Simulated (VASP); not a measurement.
# Y (P6_3/mmc) in VASP: electric field gradients with PBE

Aim: the electric field gradients of Y with PBE.

Everything below comes from runs of VASP 6.6.1. Logs are shortened: lines on timing, memory, paths and dates and some standing lists are left out, and cuts for length are marked.

### 1 The cell of the first run

The structure is hexagonal, space group P6_3/mmc (No. 194). Conventional cell: a = 3.651 Å, b = 3.651 Å, c = 5.747 Å, α = 90.00°, β = 90.00°, γ = 120.00°. Y (site symmetry -6m2) has 12 Y at 3.56 to 3.65 Å within 4.7 Å.

### 2 Electric field gradients, PBE

File INCAR:

```
SYSTEM = Y
  PREC = Accurate
  ENCUT = 520
  EDIFF = 1E-8
  ISMEAR = -1
  SIGMA = 0.05
  LREAL = .False.
  LASPH = .True.
  NELM = 60
  ALGO = Normal
  ISIF = 2
  LWAVE = .False.
  LCHARG = .False.
  GGA = PE
  LEFG = .True.
  ISYM = 0
  NBANDS = 18
```

File KPOINTS:

```
Automatic mesh
0
Gamma
  9 9 5
  0.5 0.5 0.5
```

File POSCAR:

```
Y
1.0
    3.6514992371      0.0000000000      0.0000000000
   -1.8257496185      3.1622911012      0.0000000000
    0.0000000000      0.0000000000      5.7474000000
Y
2
Direct
    0.3333333333      0.6666666667      0.2500000000
    0.6666666667      0.3333333333      0.7500000000
```

Potentials or basis: VASP PAW PBE potentials, release 64 (Y_sv).

Launch:

```bash
$ cat potpaw_PBE.64/Y_sv/POTCAR > POTCAR
$ mpirun -np 1 vasp_std > vasp.out
```

OUTCAR:

```text
SYSTEM = Y
   PREC = Accurate
   ENCUT = 520
   EDIFF = 1E-8
   ISMEAR = -1
   LREAL = .False.
   LASPH = .True.
   NELM = 60
   ISIF = 2
   GGA = PE
   ISYM = 0

 ion  position               nearest neighbor table
   1  0.333  0.667  0.250-   2 3.56   2 3.56   2 3.56   2 3.56   2 3.56   2 3.56
   2  0.667  0.333  0.750-   1 3.56   1 3.56   1 3.56   1 3.56   1 3.56   1 3.56

IMPORTANT INFORMATION: All symmetrisations will be switched off!
NOSYMM: (Re-)initialisation of all symmetry stuff for point group C_1.

----------------------------------------------------------------------------------------

                                     Primitive cell

  volume of cell :      66.3658

  direct lattice vectors                    reciprocal lattice vectors
     3.651499237  0.000000000  0.000000000     0.273860115  0.158113211  0.000000000
    -1.825749618  3.162291101  0.000000000     0.000000000  0.316226422  0.000000000
     0.000000000  0.000000000  5.747400000     0.000000000  0.000000000  0.173991718

  length of vectors
     3.651499237  3.651499237  5.747400000     0.316226422  0.316226422  0.173991718

  position of ions in fractional coordinates (direct lattice)
     0.333333333  0.666666667  0.250000000
     0.666666667  0.333333333  0.750000000

  ion indices of the primitive-cell ions
   primitive index   ion index
                 1           1
                 2           2

----------------------------------------------------------------------------------------

 KPOINTS: Automatic mesh

Automatic generation of k-mesh.
 Grid dimensions read from file:
 generate k-points for:    9    9    5

 Generating k-lattice:

  Cartesian coordinates                     Fractional coordinates (reciprocal lattice)
     0.030428902  0.017568135  0.000000000     0.111111111  0.000000000  0.000000000
     0.000000000  0.035136269  0.000000000     0.000000000  0.111111111  0.000000000
     0.000000000  0.000000000  0.034798344     0.000000000  0.000000000  0.200000000

  Length of vectors
     0.035136269  0.035136269  0.034798344

  Shift w.r.t. Gamma in fractional coordinates (k-lattice)
     0.500000000  0.500000000  0.500000000

 Subroutine IBZKPT returns following result:
 ===========================================

 Found    609 irreducible k-points:

 Following reciprocal coordinates:
            Coordinates               Weight
  0.055556  0.055556  0.100000      2.000000
 -0.055556  0.111111  0.100000      2.000000
 -0.111111  0.055556  0.100000      2.000000
 -0.055556 -0.055556  0.100000      2.000000
  0.055556 -0.111111  0.100000      2.000000
  0.111111 -0.055556  0.100000      2.000000
[... 16 lines left out ...]
  0.055556 -0.333333  0.100000      2.000000
  0.333333 -0.277778  0.100000      2.000000
 [... further k-points ...]
   k-points           NKPTS =    609   k-points in BZ     NKDIM =    609   number of bands    NBANDS=     18
   number of dos      NEDOS =    301   number of ions     NIONS =      2
   total plane-waves  NPLWV =  37632
   dimension x,y,z NGX =    28 NGY =   28 NGZ =   48
   dimension x,y,z NGXF=    56 NGYF=   56 NGZF=   96
   ions per type =               2
   NGX,Y,Z   is equivalent  to a cutoff of  12.75, 12.75, 13.88 a.u.
   NGXF,Y,Z  is equivalent  to a cutoff of  25.50, 25.50, 27.77 a.u.
 SYSTEM =  Y
   PREC   = accura    normal or accurate (medium, high low for compatibility)
   ISTART =      0    job   : 0-new  1-cont  2-samecut
   ICHARG =      2    charge: 1-file 2-atom 10-const
   ISPIN  =      1    spin polarized calculation?
   LNONCOLLINEAR =      F non collinear calculations
   LSORBIT =      F    spin-orbit coupling
   LASPH  =      T    aspherical Exc in radial PAW
   ENCUT  =  520.0 eV  38.22 Ry    6.18 a.u.   6.79  6.79 10.69*2*pi/ulx,y,z
   NELM   =     60;   NELMIN=  2; NELMDL= -5     # of ELM steps
   EDIFF  = 0.1E-07   stopping-criterion for ELM
   LREAL  =      F    real-space projection
   EDIFFG = 0.1E-06   stopping-criterion for IOM
   NSW    =      0    number of steps for IOM
   IBRION =     -1    ionic relax: 0-MD 1-quasi-New 2-CG
   NFREE  =      0    steps in history (QN), initial steepest desc. (CG)
   ISIF   =      2    stress and relaxation
   ISYM   =      0    0-nonsym 1-usesym 2-fastsym
   POTIM  = 0.5000    time-step for ionic-motion
   TEBEG  =    0.0;   TEEND  =   0.0 temperature during run
   PSTRESS=    0.0 pullay stress
   NELECT =      22.0000    total number of electrons
   NUPDOWN=      -1.0000    fix difference up-down
   EMIN   =  10.00;   EMAX   =-10.00  energy-range for DOS
   EFERMI =   0.00;   METHOD = LEGACY
   ISMEAR =    -1;   SIGMA  =   0.05  broadening in eV -4-tet -1-fermi 0-gaus
   EFERMI_NEDOS =   21; number of points for ismear=-14 and -15
   IALGO  =     38    algorithm
   IMIX   =      4    mixing-type and parameters
     AMIX     =   0.40;   BMIX     =  1.00
     AMIX_MAG =   1.60;   BMIX_MAG =  1.00
  volume/ion in A,a.u.               =      33.18       223.93
  Fermi-wavevector in a.u.,A,eV,Ry     =   1.133011  2.141081 17.465997  1.283715
  Thomas-Fermi vector in A             =   2.269713
   LORBIT       =      0    0 simple, 1 ext, 2 COOP (PROOUT), +10 PAW based schemes
   GGA     = PE    functional components
   LHFCALC =     F    Hartree Fock is set to
   AEXX    =    0.0000 exact exchange contribution
   IVDW    =     0    specifies the selected vdW correction
   LEPSILON=     F    determine dielectric tensor
   LRPA    =     F    only Hartree local field effects (RPA)
 non-spin polarized calculation
  energy-cutoff  :      520.00
  volume of cell :       66.37
 maximum number of plane-waves:      1800
   NGX = 13   NGY = 13   NGZ = 21

 number of electron      22.0000001 magnetization

 Free energy of the ion-electron system (eV)
  ---------------------------------------------------
  ext. energy  EPLUGINS =         0.00000000
  ---------------------------------------------------
  free energy    TOTEN  =       -12.88226905 eV

  energy without entropy =      -12.85188815  energy(sigma->0) =      -12.86707860

 E-fermi :   2.9557     XC(G=0):  -9.3881

 val. band max:        2.9184459017   @ k =  -0.2778  -0.3333   0.5000
 cond. band min:       2.9657489292   @ k =   0.0000  -0.3889   0.1000
 fundamental gap:      0.0473030275
 Fermi energy:         2.9556817358

 k-point     1 :       0.0556    0.0556    0.1000
  band No.  band energies     occupation
      1     -39.7600      2.00000
      2     -39.6970      2.00000
      3     -19.9950      2.00000
      4     -19.5971      2.00000
      5     -19.5793      2.00000
      6     -19.5233      2.00000
[... 10 lines left out ...]
     17       5.7055      0.00000
     18       5.7213      0.00000

 k-point     2 :      -0.0556    0.1111    0.1000
  band No.  band energies     occupation
      1     -39.7600      2.00000
      2     -39.6970      2.00000
      3     -19.9950      2.00000
      4     -19.5971      2.00000
      5     -19.5793      2.00000
      6     -19.5233      2.00000
[... 10 lines left out ...]
     17       5.7055      0.00000
     18       5.7213      0.00000

 k-point     3 :      -0.1111    0.0556    0.1000
  band No.  band energies     occupation
      1     -39.7600      2.00000
      2     -39.6970      2.00000
      3     -19.9950      2.00000
      4     -19.5971      2.00000
      5     -19.5793      2.00000
      6     -19.5233      2.00000
[... 10 lines left out ...]
     17       5.7055      0.00000
     18       5.7213      0.00000

 k-point     4 :      -0.0556   -0.0556    0.1000
  band No.  band energies     occupation
      1     -39.7600      2.00000
      2     -39.6970      2.00000
      3     -19.9950      2.00000
      4     -19.5971      2.00000
      5     -19.5793      2.00000
      6     -19.5233      2.00000
[... 10 lines left out ...]
     17       5.7055      0.00000
     18       5.7213      0.00000

 k-point     5 :       0.0556   -0.1111    0.1000
  band No.  band energies     occupation
      1     -39.7600      2.00000
      2     -39.6970      2.00000
      3     -19.9950      2.00000
      4     -19.5971      2.00000
      5     -19.5793      2.00000
      6     -19.5233      2.00000
[... 10 lines left out ...]
     17       5.7055      0.00000
     18       5.7213      0.00000

 k-point     6 :       0.1111   -0.0556    0.1000
  band No.  band energies     occupation
      1     -39.7600      2.00000
      2     -39.6970      2.00000
      3     -19.9950      2.00000
      4     -19.5971      2.00000
      5     -19.5793      2.00000
      6     -19.5233      2.00000
[... 10 lines left out ...]
     17       5.7055      0.00000
     18       5.7213      0.00000

 k-point     7 :       0.1667    0.0556    0.1000
  band No.  band energies     occupation
      1     -39.7471      2.00000
      2     -39.6925      2.00000
      3     -19.9503      2.00000
      4     -19.6849      2.00000
      5     -19.6358      2.00000
      6     -19.5950      2.00000
[... 10 lines left out ...]
     17       5.7862      0.00000
     18       6.0805      0.00000

 k-point     8 :      -0.0556    0.2222    0.1000
  band No.  band energies     occupation
      1     -39.7471      2.00000
      2     -39.6925      2.00000
      3     -19.9503      2.00000
      4     -19.6849      2.00000
      5     -19.6358      2.00000
      6     -19.5950      2.00000
[... 10 lines left out ...]
     17       5.7862      0.00000
     18       6.0805      0.00000
[... 229 lines left out ...]
     17       6.5531      0.00000
     18       6.9283      0.00000

 k-point    20 :      -0.0556    0.3333    0.1000
  band No.  band energies     occupation
      1     -39.7290      2.00000
      2     -39.6879      2.00000
      3     -19.8934      2.00000
      4     -19.7940      2.00000
      5     -19.7386      2.00000
      6     -19.6448      2.00000
[... 10 lines left out ...]
     17       6.5531      0.00000
     18       6.9283      0.00000

 k-point    21 :      -0.3333    0.2778    0.1000
  band No.  band energies     occupation
      1     -39.7290      2.00000
      2     -39.6879      2.00000
      3     -19.8934      2.00000
      4     -19.7940      2.00000
      5     -19.7386      2.00000
      6     -19.6448      2.00000
[... 10 lines left out ...]
     17       6.5531      0.00000
     18       6.9283      0.00000

 k-point    22 :      -0.2778   -0.0556    0.1000
  band No.  band energies     occupation
      1     -39.7290      2.00000
      2     -39.6879      2.00000
      3     -19.8934      2.00000
      4     -19.7940      2.00000
      5     -19.7386      2.00000
      6     -19.6448      2.00000
[... 10 lines left out ...]
     17       6.5531      0.00000
     18       6.9283      0.00000

 k-point    23 :       0.0556   -0.3333    0.1000
  band No.  band energies     occupation
      1     -39.7290      2.00000
      2     -39.6879      2.00000
      3     -19.8934      2.00000
      4     -19.7940      2.00000
      5     -19.7386      2.00000
      6     -19.6448      2.00000
[... 10 lines left out ...]
     17       6.5531      0.00000
     18       6.9283      0.00000

 k-point    24 :       0.3333   -0.2778    0.1000
  band No.  band energies     occupation
      1     -39.7290      2.00000
      2     -39.6879      2.00000
      3     -19.8934      2.00000
      4     -19.7940      2.00000
      5     -19.7386      2.00000
      6     -19.6448      2.00000
[... 10 lines left out ...]
     17       6.5531      0.00000
     18       6.9283      0.00000

 [... further k-points ...]
[... 5 lines left out ...]
  --------------------------------------------------------------------------------------
  -------------------------------------------------------------------------------------
  Total       -0.0831711     -0.0831715     -0.4263901     -0.0000002      0.0000000     -0.0000000
  in kB       -2.0078843     -2.0078923    -10.2937404     -0.0000051      0.0000003     -0.0000006
  external PRESSURE =      -4.7698390 kB  Pullay stress =       0.0000000 kB

 VOLUME and BASIS-vectors are now :
 -----------------------------------------------------------------------------
  energy-cutoff  :      520.00
  volume of cell :       66.37
      direct lattice vectors                 reciprocal lattice vectors
     3.651499237  0.000000000  0.000000000     0.273860115  0.158113211  0.000000000
    -1.825749618  3.162291101  0.000000000     0.000000000  0.316226422  0.000000000
     0.000000000  0.000000000  5.747400000     0.000000000  0.000000000  0.173991718

 POSITION                                       TOTAL-FORCE (eV/Angst)
 -----------------------------------------------------------------------------------
     -0.00000      2.10819      1.43685         0.000000      0.000000     -0.000000
      1.82575      1.05410      4.31055        -0.000000     -0.000000      0.000000
 -----------------------------------------------------------------------------------
    total drift:                               -0.000000      0.000000     -0.000000

  FREE ENERGIE OF THE ION-ELECTRON SYSTEM (eV)
  ---------------------------------------------------
  free  energy   TOTEN  =       -12.8822690516 eV

  energy  without entropy=      -12.8518881543  energy(sigma->0) =      -12.86707860

 Electric field gradients (V/A^2)
---------------------------------------------------------------------
 ion       V_xx      V_yy      V_zz      V_xy      V_xz      V_yz
---------------------------------------------------------------------
   1     -13.125   -13.125    26.250     0.000    -0.000     0.000
   2     -13.125   -13.125    26.250     0.000     0.000     0.000
---------------------------------------------------------------------

 Electric field gradients after diagonalization (V/A^2)
 (convention: |V_zz| > |V_xx| > |V_yy|)
----------------------------------------------------------------------
 ion       V_xx      V_yy      V_zz     asymmetry (V_yy - V_xx)/ V_zz
----------------------------------------------------------------------
   1     -13.125   -13.125    26.250       0.000
   2     -13.125   -13.125    26.250       0.000
----------------------------------------------------------------------

           NMR quadrupolar parameters

 Cq : quadrupolar parameter    Cq=e*Q*V_zz/h
 eta: asymmetry parameters     (V_yy - V_xx)/ V_zz
 Q  : nuclear electric quadrupole moment in mb (millibarn)
----------------------------------------------------------------------
 ion       Cq(MHz)       eta       Q (mb)
----------------------------------------------------------------------
   1       0.063       0.000       1.000
   2       0.063       0.000       1.000
----------------------------------------------------------------------
```

Run time: 7.7 min. Hardware: 1 thread of Intel Xeon Platinum 8488C (Sapphire Rapids), shared host; peak memory 0.73 GiB.

Results:

```
Free energy                             : -12.8823 eV
Pressure                                : -0.5 GPa
Band gap on the k mesh                  : zero (bands 11 and 12 overlap by 1.34 eV)
Largest electric field gradient by atom : Y +26.2 V/Å²
```

Electric field gradients, principal values (V/Å²):
```tsv
atom	least	middle	greatest (by size)
1 Y	-13.125	-13.125	26.250
2 Y	-13.125	-13.125	26.250
```

Caveat: without QUAD_EFG the Cq values of the log hold for a quadrupole moment of 1 mb, not for the nuclei.
